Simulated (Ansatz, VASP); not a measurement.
# Two plane-wave programs on Li3Ta2O

```xyz
6
Lattice="4.1253 0.0000 0.0000 0.0000 4.1253 0.0000 0.0000 0.0000 6.1470" Properties=species:S:1:pos:R:3 pbc="T T T"
Li    0.0000    0.0000    1.9233
Li    0.0000    0.0000    4.2237
Li    2.0626    2.0626    3.0735
Ta    2.0626    0.0000    0.0000
Ta    0.0000    2.0626    0.0000
O     2.0626    2.0626    0.0000
```

Alike in both runs: functional PBE; k mesh 4 × 4 × 4; occupations gaussian, width 0.1 eV; no spin polarisation.

Ansatz relaxed the structure, and its values are those at the end. VASP's run is a single point on that final structure, the one shown.

|  | VASP | Ansatz |
| --- | --- | --- |
| version | VASP 6.6.1 | Ansatz 0.2.0 |
| potentials or method | VASP PAW PBE potentials, release 64 (Li_sv, Ta_sv_GW, O), cutoff 880 eV | scalar-relativistic, plane waves, PAW |
| valence electrons in the cell | 41 | 41 |

VASP gave:

| Item | Value |
| --- | --- |
| gap on the k mesh at the Fermi level (eV) | none |
| pressure (GPa) | 0.1 |
| rms of the force components (eV/Å) | 0.005 |

Q: Estimate Ansatz's values.

A: gap on the k mesh at the Fermi level (eV): none; pressure (GPa): 0.2; rms of the force components (eV/Å): 0.005.

A gap of «none» marks a metal or a gap that the smearing closes. The functional is the same, so the differences come from potentials, cutoffs and numerics.

The k mesh is coarse, so the values compare programs but aren't converged. Spin-orbit coupling is off throughout.
